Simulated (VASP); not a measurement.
Wanted: the native input for a VASP 6.6.1 run.

```yaml
Task: single point
Functional: HSE06
Potentials_or_basis: VASP PAW PBE potentials, release 64 (Mg, S)
Cutoff: 520 eV
k_mesh: 6 × 6 × 6
Occupations: gaussian, width 0.01 eV
Spin: no spin polarisation
Dipole_correction: no
Grid_for_exact_exchange_PRECFOCK: Normal
Further_INCAR_settings: ALGO = Normal; EDIFF = 1e-06; NBANDS = 11
Share_of_exact_exchange: 0.25
Screening_parameter: 0.2079 1/Å
```

Crystal: MgS.

```
Mg S
1.0
     0.00000    2.60152    2.60152
     2.60152    0.00000    2.60152
     2.60152    2.60152    0.00000
Mg S
1 1
Direct
  0.00000 0.00000 0.00000
  0.50000 0.50000 0.50000
```

These files were run (other wordings do the same):

POSCAR

```
MgS
1.0
    0.0000000000      2.6015177410      2.6015177410
    2.6015177410      0.0000000000      2.6015177410
    2.6015177410      2.6015177410      0.0000000000
Mg S
1 1
Direct
    0.0000000000      0.0000000000      0.0000000000
    0.5000000000      0.5000000000      0.5000000000
```

INCAR.step1

```
PREC = Accurate
ENCUT = 520
EDIFF = 1E-5
ISMEAR = 0
SIGMA = 0.01
LREAL = False
LASPH = True
NELM = 100
ALGO = Normal
ISIF = 2
LWAVE = True
LCHARG = False
NBANDS = 11
GGA = PE
```

INCAR.step2

```
PREC = Accurate
ENCUT = 520
EDIFF = 1E-6
ISMEAR = 0
SIGMA = 0.01
LREAL = False
LASPH = True
NELM = 100
ALGO = Normal
ISIF = 2
LWAVE = False
LCHARG = False
GGA = PE
LHFCALC = True
HFSCREEN = 0.2079
PRECFOCK = Normal
NBANDS = 11
ISTART = 1
```

KPOINTS

```
regular mesh
0
Gamma
  6 6 6
```

Potentials or basis: VASP PAW PBE potentials, release 64 (Mg, S).

Command:

```bash
$ cat potpaw_PBE.64/Mg/POTCAR potpaw_PBE.64/S/POTCAR > POTCAR
$ cp INCAR.step1 INCAR
$ mpirun -np 1 vasp_std > vasp.out
$ cp INCAR.step2 INCAR
$ mpirun -np 1 vasp_std > vasp.out
```

It gave:

```
Pressure               : -0.7 GPa
Band gap on the k mesh : 3.75 eV (least direct gap 4.80 eV)
```

Caveat: the PAW data sets were made with another functional, which shifts forces and pressure a little.

Wall time 43 min on 1 thread of Intel Xeon 8259CL, on a shared host, peak memory 0.28 GiB.
